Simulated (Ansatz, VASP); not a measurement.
MgO: VASP beside Ansatz

INCAR

```
  PREC = Accurate
  ENCUT = 520
  EDIFF = 1E-6
  ISMEAR = 0
  SIGMA = 0.05
  LREAL = False
  LASPH = True
  NELM = 60
  ALGO = Normal
  ISIF = 2
  LWAVE = False
  LCHARG = False
  GGA = PS
  NBANDS = 11
```

File KPOINTS:

```
regular mesh
0
Gamma
  10 10 10
```

The input POSCAR:

```
MgO
1.0
    0.0000000000      1.9228592729      1.9228592729
    1.9228592729      0.0000000000      1.9228592729
    1.9228592729      1.9228592729      0.0000000000
Mg O
1 1
Direct
    0.0000000000      0.0000000000      0.0000000000
    0.5000000000      0.5000000000      0.5000000000
```

Input for Ansatz:

```yaml
crystal:
  lattice:
    - [0.0, 1.9228592729, 1.9228592729]
    - [1.9228592729, 0.0, 1.9228592729]
    - [1.9228592729, 1.9228592729, 0.0]
  atoms:
    - { symbol: Mg, position: [0.0, 0.0, 0.0] }
    - { symbol: O, position: [0.5, 0.5, 0.5] }
basis:
  ecutwfc: 420
  ecutrho_ratio: 4
kpoints:
  mp_grid: { grid: [10, 10, 10] }
hamiltonian:
  xc: pbesol
scf:
  occupations: { method: gaussian, width: 0.05 }
output:
  forces: true
  stress: true
  eigenvalues: true
```

Alike in both runs: task single point; functional PBEsol; k mesh 10 × 10 × 10; occupations gaussian, width 0.05 eV; no spin polarisation.

|  | VASP | Ansatz |
| --- | --- | --- |
| version | VASP 6.6.1 | Ansatz 0.2.0 |
| potentials or method | VASP PAW PBE potentials, release 64 (Mg, O), cutoff 520 eV | scalar-relativistic, plane waves, PAW |
| valence electrons in the cell | 8 | 16 |

|  | VASP | Ansatz | Ansatz less VASP |
| --- | --- | --- | --- |
| gap on the k mesh at the Fermi level (eV) | 7.77 | 7.74 | -0.023 |
| least direct gap on the mesh (eV) | 7.77 | 7.74 | -0.023 |

VASP's potentials were made for PBE, not for PBEsol. VASP's potentials hold 8 valence electrons a cell and Ansatz's 16, so a difference there can come from the potentials and not from the codes.
